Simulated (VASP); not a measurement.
A run of VASP 6.6.1 is set up as follows.

File POSCAR:

```
Sc
1.0
    3.3280716152      0.0000000000      0.0000000000
   -1.6640358076      2.8821945644      0.0000000000
    0.0000000000      0.0000000000      5.2121495536
Sc
2
Direct
    0.3333333333      0.6666666667      0.2500000000
    0.6666666667      0.3333333333      0.7500000000
```

INCAR.step1

```
SYSTEM = Sc
PREC = Accurate ; ENCUT = 520
ISMEAR = -1 ; SIGMA = 0.1
LREAL = .FALSE. ; LASPH = .TRUE.
NELM = 100 ; NBANDS = 18
GGA = PE ; ALGO = Normal
EDIFF = 1E-4 ; LWAVE = .TRUE.
LCHARG = .FALSE.
```

INCAR.step2

```
SYSTEM = Sc
PREC = Accurate ; ENCUT = 520
EDIFF = 1E-6 ; ISMEAR = -1
SIGMA = 0.1 ; LREAL = .FALSE.
LASPH = .TRUE. ; NELM = 100
ALGO = Normal ; ISIF = 2
LWAVE = .FALSE. ; LCHARG = .TRUE.
METAGGA = R2SCAN ; LMIXTAU = .TRUE.
LELF = .TRUE. ; LVHAR = .TRUE.
NBANDS = 18 ; ISTART = 1
```

Contents of KPOINTS:

```
Automatic mesh
0
G
  5 5 3
  0 0 0
```

Potentials or basis: VASP PAW PBE potentials, release 64 (Sc_sv).

Command:

```console
$ cat potpaw_PBE.64/Sc_sv/POTCAR > POTCAR
$ cp INCAR.step1 INCAR
$ mpirun -np 1 vasp_std > vasp.out
$ cp INCAR.step2 INCAR
$ mpirun -np 1 vasp_std > vasp.out
```

(1) Estimate the band gap on the k mesh.

(2) Estimate the pressure.

Results:

(1) zero (bands 11 and 12 overlap by 1.13 eV).

(2) 0.5 GPa.

Caveat: the k points lie up to 0.44 Å⁻¹ apart, too coarse for converged energies and pressures of a metal; the PAW data sets were made with another functional, which shifts forces and pressure a little.
